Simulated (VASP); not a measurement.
# Ga2SnSe3 (P-6m2) in VASP: further runs, part 2 of 3

VASP 6.6.1.

### Step 4. Relaxation of cell and atoms, PBE

INCAR

```
SYSTEM = Ga2SnSe3
PREC = Accurate
ENCUT = 600
EDIFF = 1E-7
ISMEAR = 0
SIGMA = 0.1
LREAL = .False.
LASPH = .True.
NELM = 60
ALGO = Normal
ISIF = 3
LWAVE = .False.
LCHARG = .False.
GGA = PE
IBRION = 2
NSW = 90
EDIFFG = -0.04
```

KPOINTS

```
Automatic mesh
0
Gamma
  6 6 2
  0 0 0
```

POSCAR

```
Ga2SnSe3
1.0
    4.5924801500      0.0000000000      0.0000000000
   -2.2962400700      3.9772044700      0.0000000000
    0.0000000000      0.0000000000      7.9358702000
Ga Sn Se
2 1 3
Direct
    0.6666666700      0.3333333300      0.5000000000
    0.3333333300      0.6666666700      0.0000000000
    0.6666666700      0.3333333300      0.0000000000
    0.0000000000      0.0000000000      0.3564053200
    0.0000000000      0.0000000000      0.6435946800
    0.0000000000      0.0000000000      0.0000000000
```

Potentials or basis: VASP PAW PBE potentials, release 64 (Ga_d, Sn_d, Se).

Started as:

```
$ cat potpaw_PBE.64/Ga_d/POTCAR potpaw_PBE.64/Sn_d/POTCAR potpaw_PBE.64/Se/POTCAR > POTCAR
$ mpirun -np 1 vasp_std > vasp.out
```

OUTCAR:

```text
SYSTEM = Ga2SnSe3
   PREC = Accurate
   ENCUT = 600
   EDIFF = 1E-7
   ISMEAR = 0
   LREAL = .False.
   LASPH = .True.
   NELM = 60
   ISIF = 3
   GGA = PE
   IBRION = 2
   NSW = 90
   EDIFFG = -0.04

 ion  position               nearest neighbor table
   1  0.667  0.333  0.500-
   2  0.333  0.667  0.000-   3 2.65   6 2.65   3 2.65   6 2.65   6 2.65   3 2.65
   3  0.667  0.333  0.000-   2 2.65   6 2.65   2 2.65   6 2.65   6 2.65   2 2.65
   4  0.000  0.000  0.356-   5 2.28
   5  0.000  0.000  0.644-   4 2.28
   6  0.000  0.000  0.000-   2 2.65   3 2.65   2 2.65   3 2.65   3 2.65   2 2.65

  LATTYP: Found a hexagonal cell.
 ALAT       =     4.5924801500
 C/A-ratio  =     1.7280140449

  Lattice vectors:

 A1 = (   4.5924801500,   0.0000000000,   0.0000000000)
 A2 = (  -2.2962400700,   3.9772044700,   0.0000000000)
 A3 = (   0.0000000000,   0.0000000000,   7.9358702000)

Analysis of symmetry for initial positions (statically):
=====================================================================
 Subroutine PRICEL returns:
 Original cell was already a primitive cell.

 Routine SETGRP: Setting up the symmetry group for a
 hexagonal supercell.

 Subroutine GETGRP returns: Found 12 space group operations
 (whereof 12 operations were pure point group operations)
 out of a pool of 24 trial point group operations.

The static configuration has the point symmetry D_3h.

Analysis of symmetry for dynamics (positions and initial velocities):
=====================================================================
 Subroutine PRICEL returns:
 Original cell was already a primitive cell.

 Routine SETGRP: Setting up the symmetry group for a
 hexagonal supercell.

 Subroutine GETGRP returns: Found 12 space group operations
 (whereof 12 operations were pure point group operations)
 out of a pool of 24 trial point group operations.

The dynamic configuration has the point symmetry D_3h.

 Subroutine INISYM returns: Found 12 space group operations
 (whereof 12 operations are pure point group operations),
 and found     1 'primitive' translations

----------------------------------------------------------------------------------------

                                     Primitive cell

  volume of cell :     144.9505

  direct lattice vectors                    reciprocal lattice vectors
     4.592480150  0.000000000  0.000000000     0.217747267  0.125716443  0.000000000
    -2.296240070  3.977204470  0.000000000     0.000000000  0.251432886  0.000000000
     0.000000000  0.000000000  7.935870200     0.000000000  0.000000000  0.126010126

  length of vectors
     4.592480150  4.592480142  7.935870200     0.251432886  0.251432886  0.126010126

  position of ions in fractional coordinates (direct lattice)
     0.666666670  0.333333330  0.500000000
     0.333333330  0.666666670  0.000000000
     0.666666670  0.333333330  0.000000000
     0.000000000  0.000000000  0.356405320
     0.000000000  0.000000000  0.643594680
     0.000000000  0.000000000  0.000000000

  ion indices of the primitive-cell ions
   primitive index   ion index
                 1           1
                 2           2
[... 36 lines left out ...]
  0.500000 -0.000000  0.000000      3.000000
  0.166667  0.166667  0.000000      6.000000
  0.333333  0.166667  0.000000     12.000000
  0.333333  0.333333  0.000000      2.000000
  0.000000  0.000000  0.500000      1.000000
  0.166667 -0.000000  0.500000      6.000000
  0.333333 -0.000000  0.500000      6.000000
  0.500000 -0.000000  0.500000      3.000000
  0.166667  0.166667  0.500000      6.000000
  0.333333  0.166667  0.500000     12.000000
  0.333333  0.333333  0.500000      2.000000
   k-points           NKPTS =     14   k-points in BZ     NKDIM =     14   number of bands    NBANDS=     34
   number of dos      NEDOS =    301   number of ions     NIONS =      6
   total plane-waves  NPLWV = 102400
   dimension x,y,z NGX =    40 NGY =   40 NGZ =   64
   dimension x,y,z NGXF=    80 NGYF=   80 NGZF=  128
   ions per type =               2   1   3
   NGX,Y,Z   is equivalent  to a cutoff of  14.48, 14.48, 13.41 a.u.
   NGXF,Y,Z  is equivalent  to a cutoff of  28.96, 28.96, 26.81 a.u.
 SYSTEM =  Ga2SnSe3
   PREC   = accura    normal or accurate (medium, high low for compatibility)
   ISTART =      0    job   : 0-new  1-cont  2-samecut
   ICHARG =      2    charge: 1-file 2-atom 10-const
   ISPIN  =      1    spin polarized calculation?
   LNONCOLLINEAR =      F non collinear calculations
   LSORBIT =      F    spin-orbit coupling
   LASPH  =      T    aspherical Exc in radial PAW
   ENCUT  =  600.0 eV  44.10 Ry    6.64 a.u.   9.17  9.17 15.85*2*pi/ulx,y,z
   NELM   =     60;   NELMIN=  2; NELMDL= -5     # of ELM steps
   EDIFF  = 0.1E-06   stopping-criterion for ELM
   LREAL  =      F    real-space projection
   EDIFFG = -.4E-01   stopping-criterion for IOM
   NSW    =     90    number of steps for IOM
   IBRION =      2    ionic relax: 0-MD 1-quasi-New 2-CG
   NFREE  =      1    steps in history (QN), initial steepest desc. (CG)
   ISIF   =      3    stress and relaxation
   ISYM   =      2    0-nonsym 1-usesym 2-fastsym
   POTIM  = 0.5000    time-step for ionic-motion
   TEBEG  =    0.0;   TEEND  =   0.0 temperature during run
   PSTRESS=    0.0 pullay stress
   NELECT =      58.0000    total number of electrons
   NUPDOWN=      -1.0000    fix difference up-down
   EMIN   =  10.00;   EMAX   =-10.00  energy-range for DOS
   EFERMI =   0.00;   METHOD = LEGACY
   ISMEAR =     0;   SIGMA  =   0.10  broadening in eV -4-tet -1-fermi 0-gaus
   EFERMI_NEDOS =   21; number of points for ismear=-14 and -15
   IALGO  =     38    algorithm
   IMIX   =      4    mixing-type and parameters
     AMIX     =   0.40;   BMIX     =  1.00
     AMIX_MAG =   1.60;   BMIX_MAG =  1.00
  volume/ion in A,a.u.               =      24.16       163.03
  Fermi-wavevector in a.u.,A,eV,Ry     =   1.206362  2.279693 19.800678  1.455309
  Thomas-Fermi vector in A             =   2.342031
   LORBIT       =      0    0 simple, 1 ext, 2 COOP (PROOUT), +10 PAW based schemes
   GGA     = PE    functional components
   LHFCALC =     F    Hartree Fock is set to
   AEXX    =    0.0000 exact exchange contribution
   IVDW    =     0    specifies the selected vdW correction
   LEPSILON=     F    determine dielectric tensor
   LRPA    =     F    only Hartree local field effects (RPA)
 conjugate gradient relaxation of ions
 non-spin polarized calculation
 Gauss-broadening in eV      SIGMA  =   0.10
  energy-cutoff  :      600.00
  volume of cell :      144.95
 maximum number of plane-waves:      4869
 NGX is ok and might be reduce to    40
   NGX = 19   NGY = 19   NGZ = 31

--------------------------------------- Ionic step        1  -------------------------------------------

 number of electron      57.9999999 magnetization

 Free energy of the ion-electron system (eV)
  ---------------------------------------------------
  ext. energy  EPLUGINS =         0.00000000
  ---------------------------------------------------
  free energy    TOTEN  =       -17.13153006 eV

  energy without entropy =      -17.11945475  energy(sigma->0) =      -17.12549241

------------------------ aborting loop because EDIFF is reached ----------------------------------------

  FORCE on cell =-STRESS in cart. coord.  units (eV):
  Direction    XX          YY          ZZ          XY          YZ          ZX
  --------------------------------------------------------------------------------------
  -------------------------------------------------------------------------------------
  Total       15.6438453     15.6438452     10.2281041      0.0000000     -0.0000000      0.0000000
  in kB      172.9156620    172.9156614    113.0540068      0.0000002     -0.0000000      0.0000000
  external PRESSURE =     152.9617768 kB  Pullay stress =       0.0000000 kB
[... 101 lines left out ...]
  FREE ENERGIE OF THE ION-ELECTRON SYSTEM (eV)
  ---------------------------------------------------
  free  energy   TOTEN  =       -18.7860759940 eV

  energy  without entropy=      -18.7619499893  energy(sigma->0) =      -18.77401299

[... ionic steps 4 to 12 ...]

--------------------------------------- Ionic step       13  -------------------------------------------

 number of electron      58.0000022 magnetization

------------------------ aborting loop because EDIFF is reached ----------------------------------------
[... 75 lines left out ...]
--------------------------------------- Ionic step       15  -------------------------------------------

 number of electron      58.0000025 magnetization

 Free energy of the ion-electron system (eV)
  ---------------------------------------------------
  ext. energy  EPLUGINS =         0.00000000
  ---------------------------------------------------
  free energy    TOTEN  =       -18.94769634 eV

  energy without entropy =      -18.92699023  energy(sigma->0) =      -18.93734329

 E-fermi :   1.9632     XC(G=0):  -8.2144

 val. band max:        1.9503308211   @ k =   0.3333  -0.0000   0.5000
 cond. band min:       2.0391800681   @ k =   0.1667  -0.0000   0.5000
 fundamental gap:      0.0888492470
 Fermi energy:         1.9632460103

 k-point     1 :       0.0000    0.0000    0.0000
  band No.  band energies     occupation
      1     -19.9367      2.00000
      2     -19.8886      2.00000
      3     -19.8886      2.00000
      4     -19.8190      2.00000
      5     -19.8190      2.00000
      6     -13.0866      2.00000
[... 540 lines left out ...]
  FREE ENERGIE OF THE ION-ELECTRON SYSTEM (eV)
  ---------------------------------------------------
  free  energy   TOTEN  =       -18.9476963425 eV

  energy  without entropy=      -18.9269902276  energy(sigma->0) =      -18.93734329

 reached required accuracy - stopping structural energy minimisation
```

It took 16 min on 1 thread of Intel Xeon Platinum 8488C (Sapphire Rapids), shared host; peak memory 0.36 GiB.

What came out:

| Property | Result |
| --- | --- |
| Free energy | -18.9477 eV |
| Relaxed volume | 32.86 Å³/atom |
| Relaxed cell | a = 5.117 Å, b = 5.117 Å, c = 8.695 Å, α = 90.00°, β = 90.00°, γ = 120.00° |
| Space group after relaxing (to 0.05 Å) | P-6m2 (No. 187) |
| Energy gained by relaxing | 302.7 meV/atom |
| Ionic steps | 15 |
| Pressure after relaxing | 0.0 GPa |
| Largest force after relaxing | 0.004 eV/Å |
| Band gap on the k mesh | zero (band 29 reaches 2.15 eV, above the bottom of band 30 at 1.70 eV) |

Forces in eV/Å, atoms in the order of the input:
```
Ga   0.000  0.000  0.000
Ga   0.000  0.000  0.000
Sn   0.000  0.000  0.000
Se   0.000  0.000 -0.004
Se   0.000  0.000  0.004
Se   0.000  0.000  0.000
```

Step by step:
```tsv
step	energy change (eV)	largest force (eV/Å)	pressure (GPa)	volume (Å³)
1	0.0000	2.0870	15.30	144.95
2	-1.5312	1.0032	-2.02	198.82
3	-1.6545	0.7754	0.32	183.31
4	-1.6546	0.8011	0.14	184.20
5	-1.7374	0.4746	0.03	186.33
6	-1.7505	0.2099	0.09	187.35
7	-1.7509	0.1522	0.11	187.54
8	-1.7578	0.2178	0.14	188.24
9	-1.7858	0.1832	0.25	190.33
10	-1.8100	0.2876	0.44	194.49
11	-1.8124	0.2455	0.34	195.45
12	-1.8138	0.1351	0.09	198.03
13	-1.8141	0.1688	0.16	197.25
14	-1.8150	0.1264	0.11	197.23
15	-1.8162	0.0037	-0.02	197.18
```

Final structure:
```
Ga Sn Se
1.0
     5.11714    0.00000    0.00000
    -2.55857    4.43157    0.00000
     0.00000    0.00000    8.69513
Ga Sn Se
2 1 3
Direct
  0.66667 0.33333 0.50000
  0.33333 0.66667 0.00000
  0.66667 0.33333 0.00000
  0.00000 0.00000 0.36383
  0.00000 0.00000 0.63617
  0.00000 0.00000 0.00000
```

Levels at points of the mesh, in eV from the Fermi level:
| k point | band 26 | band 27 | band 28 | band 29 | band 30 | band 31 | band 32 | band 33 |
| --- | --- | --- | --- | --- | --- | --- | --- | --- |
| (0.00, 0.00, 0.00) | -2.23 | -2.23 | -1.07 | -1.07 | -0.02 | -0.02 | 0.50 | 3.37 |
| (0.50, 0.00, 0.00) | -1.59 | -0.78 | -0.20 | 0.19 | 0.88 | 1.82 | 2.28 | 2.53 |
| (0.00, 0.00, 0.50) | -2.33 | -1.17 | -1.07 | -1.07 | 0.11 | 0.11 | 1.07 | 2.27 |
| (0.50, 0.00, 0.50) | -0.93 | -0.69 | -0.05 | 0.11 | 0.17 | 2.13 | 2.25 | 2.53 |

Caveat: the k points lie up to 0.36 Å⁻¹ apart in the final cell; the volume moved by over 15 % at a fixed basis, so the end points are rough; spin-orbit coupling is left out, which moves the levels of the heavy elements; this functional lacks dispersion, which binds the layers, so the pressure and a relaxed spacing across them are unreliable.

(Part 2 of 3 ends here.)
